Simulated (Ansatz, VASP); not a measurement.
# Two plane-wave programs on Cu

The input INCAR:

```
PREC = Accurate
ENCUT = 520
EDIFF = 1E-7
ISMEAR = 0
SIGMA = 0.15
LREAL = False
LASPH = True
NELM = 100
ALGO = Fast
ISIF = 2
LWAVE = False
LCHARG = True
GGA = PS
LELF = True
LVHAR = True
NBANDS = 12
```

Contents of KPOINTS:

```
Automatic mesh
0
Gamma
  24 24 24
```

The input POSCAR:

```
Cu
1.0
    0.0000000000      2.0749617902      1.5236444426
    2.0749617902      0.0000000000      1.5236444426
    2.0749617902      2.0749617902      0.0000000000
Cu
1
Direct
    0.0000000000      0.0000000000      0.0000000000
```

Input for Ansatz:

```yaml
crystal:
  lattice:
    - [0.0, 2.0749617902, 1.5236444426]
    - [2.0749617902, 0.0, 1.5236444426]
    - [2.0749617902, 2.0749617902, 0.0]
  atoms:
    - { symbol: Cu, position: [0.0, 0.0, 0.0] }
basis:
  ecutwfc: 520.0
kpoints:
  mp_grid: { grid: [24, 24, 24] }
hamiltonian:
  xc: pbesol
  pseudopotentials: { kind: paw, azcp: { folder: soft_1 } }
scf:
  occupations: { method: gaussian, width: 0.15 }
output:
  forces: true
  stress: true
  eigenvalues: true
```

Alike in both runs: task single point; functional PBEsol; k mesh 24 × 24 × 24; occupations gaussian, width 0.15 eV; no spin polarisation.

|  | VASP | Ansatz |
| --- | --- | --- |
| version | VASP 6.6.1 | Ansatz 0.2.0 |
| potentials or method | VASP PAW PBE potentials, release 64 (Cu), cutoff 520 eV | scalar-relativistic, plane waves, PAW |
| valence electrons in the cell | 11 | 19 |

Ansatz gave:

* gap on the k mesh at the Fermi level (eV): none
* pressure (GPa): -16.6
* traceless stress, the component that is largest in VASP (GPa): 0.44

Question: Estimate VASP's values.

Answer: gap on the k mesh at the Fermi level (eV): none; pressure (GPa): -15.9; traceless stress, the component that is largest in VASP (GPa): 0.44.

VASP's potentials were made for PBE, not for PBEsol, and Ansatz warns of the same on its side. A gap of «none» marks a metal or a gap that the smearing closes. VASP's potentials hold 11 valence electrons a cell and Ansatz's 19, so a difference there can come from the potentials and not from the codes.
